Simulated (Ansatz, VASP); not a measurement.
# ZrN: VASP beside Ansatz

```
Zr N
1.0
     0.00000    2.26116    2.26116
     2.26116    0.00000    2.26116
     2.26116    2.26116    0.00000
Zr N
1 1
Direct
  0.00000 0.00000 0.00000
  0.50000 0.50000 0.50000
```

Change from the starting cell: volume scaled by 0.97, PAW files.

Alike in both runs: task electric field gradients; functional PBE; k mesh 9 × 9 × 9; occupations fermi-dirac, width 0.01 eV; no spin polarisation.

|  | VASP | Ansatz |
| --- | --- | --- |
| version | VASP 6.6.1 | Ansatz 0.2.0 |
| potentials or method | VASP PAW PBE potentials, release 64 (Zr_sv, N) | PAW with Ansatz's default frozen-core files, scalar-relativistic |
| plane-wave cutoff (eV) | 520 | 420 |
| valence electrons in the cell | 17 | 17 |

VASP gave:

| Property | Result |
| --- | --- |
| pressure (GPa) | 13.4 |

**Question.** What did Ansatz give for the same quantities?

**Answer.** Pressure (GPa): 13.2.
